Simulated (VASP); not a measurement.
Runs of VASP 6.6.1 on CuRu. The structure is that of space group Fd-3m (No. 227), or close to it. The cells are those of the table. 

| task | cell | k mesh | cutoff (eV) | gap on the mesh (eV) | pressure (GPa) | relaxed volume (Å³/atom) |
| --- | --- | --- | --- | --- | --- | --- |
| single point | a = 4.208 Å, angles 60.0°, 4 atoms | 14 × 14 × 14 | 520 | none | -0.1 | - |
| single point | a = 4.210 Å, angles 60.0°, 4 atoms | 6 × 6 × 6 | 520 | none | (a) | - |
| relaxation of cell and atoms | relaxed from a = 4.210 Å, angles 60.0°, 4 atoms | 14 × 14 × 14 | 600 | none | 0.0 | 13.18 |
| relaxation of cell and atoms | relaxed from a = 4.278 Å, angles 60.0°, 4 atoms | 6 × 6 × 6 | 600 | none | -0.1 | 13.19 |
| single point | a = 4.278 Å, angles 60.0°, 4 atoms | 6 × 6 × 6 | 520 | none | -9.2 | - |

Alike in all rows: level PBE; potentials or basis VASP PAW PBE potentials, release 64 (Cu, Ru_pv); no spin polarisation; smearing gaussian 0.1 eV.

Estimate the missing entries.

(a) -0.2.

Caveats: the cell stands under tension (at least some runs).

A k mesh can miss the band edges, and the runs leave out spin-orbit coupling on Ru.

A gap of «none» marks levels without a gap at the run's occupations.
